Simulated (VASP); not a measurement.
A run of VASP 6.6.1:

File INCAR:

```
SYSTEM = Cu
ALGO = Normal
EDIFF = 1E-6
ENCUT = 520
GGA = PS
ISIF = 2
ISMEAR = -1
LASPH = .TRUE.
LCHARG = .TRUE.
LELF = .TRUE.
LREAL = .FALSE.
LVHAR = .TRUE.
LWAVE = .FALSE.
NBANDS = 12
NELM = 100
PREC = Accurate
SIGMA = 0.08
```

Contents of KPOINTS:

```
k-points
0
G
  19 19 19
  0 0 0
```

POSCAR

```
Cu
1.0
    0.0542250000      1.8346125000      1.8346125000
    1.8346125000      0.0542250000      1.8346125000
    1.8346125000      1.8346125000      0.0542250000
Cu
1
Direct
    0.0000000000      0.0000000000      0.0000000000
```

Potentials or basis: VASP PAW PBE potentials, release 64 (Cu).

Launch:

```bash
$ cat potpaw_PBE.64/Cu/POTCAR > POTCAR
$ mpirun -np 1 vasp_std > vasp.out
```

Hardware: 1 thread of Intel(R) Xeon(R) 6975P-C (Granite Rapids) (shared host).

Task: Estimate the wall time of this run.

Result: It took 38 s on 1 thread of Intel(R) Xeon(R) 6975P-C (Granite Rapids) (shared host), peak memory 0.2 GiB. Counts: scf iterations 12, k points 670.
